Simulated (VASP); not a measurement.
Write the native input for VASP 6.6.1 that does the following.

```
Task                   : electric field gradients
Functional             : LDA
Potentials or basis    : VASP PAW LDA potentials, release 64 (V_sv)
Cutoff                 : 520 eV
k mesh                 : 16 × 16 × 16
Occupations            : fermi-dirac, width 0.05 eV
Spin                   : collinear spin, ferromagnetic start
Starting moments       : [1.5] μB
Dipole correction      : no
Further INCAR settings : ALGO = Normal; EDIFF = 1e-08; NBANDS = 16
```

The structure of V lies in POSCAR:

```
V
1.0
    0.0000000000      1.8950000000      1.8950000000
    1.8950000000      0.0000000000      1.8950000000
    1.8950000000      1.8950000000      0.0000000000
V
1
Direct
    0.0000000000      0.0000000000      0.0000000000
```

This isn't the form of V at room conditions, which is bcc.

These files were run (other wordings do the same):

INCAR

```
  PREC = Accurate
  ENCUT = 520
  EDIFF = 1E-8
  ISMEAR = -1
  SIGMA = 0.05
  LREAL = False
  LASPH = True
  NELM = 150
  ALGO = Normal
  ISIF = 2
  LWAVE = False
  LCHARG = False
  ISPIN = 2
  MAGMOM = 1.5
  LORBIT = 11
  LMAXMIX = 4
  LEFG = True
  NBANDS = 16
```

KPOINTS

```
Automatic mesh
0
Gamma
  16 16 16
```

Potentials or basis: VASP PAW LDA potentials, release 64 (V_sv).

Command:

```bash
$ cat potpaw_LDA.64/V_sv/POTCAR > POTCAR
$ mpirun -np 1 vasp_std > vasp.out
```

It gave:

* Pressure: -8.6 GPa
* Net moment: 0.00 μB per cell
* Largest electric field gradient by atom: zero within the noise of the run
* Valence electrons inside the program's atomic spheres: V 11.65

Caveat: the cell stands under tension.

It took 25 s on 1 thread of Intel(R) Xeon(R) 6975P-C (Granite Rapids) (shared host), peak memory 0.15 GiB.
